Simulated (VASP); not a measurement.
Write the native input for VASP 6.6.1 that does the following.

| Quantity | Value |
| --- | --- |
| Task | single point |
| Functional | PBE |
| Dispersion | D3(BJ) |
| Potentials or basis | VASP PAW PBE potentials, release 64 (In_d, Se) |
| Cutoff | 520 eV |
| k mesh | 10 × 10 × 10 |
| Occupations | gaussian, width 0.15 eV |
| Spin | no spin polarisation |
| Dipole correction | no |
| Further INCAR settings | ALGO = Normal; EDIFF = 1e-06; NBANDS = 30 |

The structure of In3Se lies in POSCAR:

```
In3Se
1.0
    4.7714103323      0.0000000000      0.0000000000
    0.0000000000      4.7008968791      0.0000000000
    0.0000000000      0.0000000000      4.7008968791
In Se
3 1
Direct
    0.0000000000      0.5000000000      0.5000000000
    0.5000000000      0.0000000000      0.5000000000
    0.5000000000      0.5000000000      0.0000000000
    0.0000000000      0.0000000000      0.0000000000
```

This cell differs from its parent crystal: strain +0.0150 x Voigt [1, 0, 0, 0, 0, 0].

These files were run (other wordings do the same):

INCAR

```
SYSTEM = In3Se
ALGO = Normal ; EDIFF = 1E-6
ENCUT = 520 ; GGA = PE
ISIF = 2 ; ISMEAR = 0
IVDW = 12 ; LASPH = .True.
LCHARG = .True. ; LELF = .True.
LREAL = .False. ; LVHAR = .True.
LWAVE = .False. ; NBANDS = 30
NELM = 80 ; PREC = Accurate
SIGMA = 0.15
```

KPOINTS

```
k-points
0
Gamma
  10 10 10
  0 0 0
```

Potentials or basis: VASP PAW PBE potentials, release 64 (In_d, Se).

Run with:

```sh
$ cat potpaw_PBE.64/In_d/POTCAR potpaw_PBE.64/Se/POTCAR > POTCAR
$ mpirun -np 1 vasp_std > vasp.out
```

Results of the run:

| Quantity | Value |
| --- | --- |
| Pressure | -0.6 GPa |
| Band gap on the k mesh | zero (an odd number of electrons rules out a gap without spin polarisation) |
| Dispersion energy per atom | -0.335 eV |

Caveat: the cell differs from its parent crystal (strain +0.0150 x Voigt [1, 0, 0, 0, 0, 0]); spin-orbit coupling is left out, which moves the levels of the heavy elements.

It took 8.2 min on 1 thread of Intel Xeon 8259CL, with other jobs on the host, peak memory 0.45 GiB.
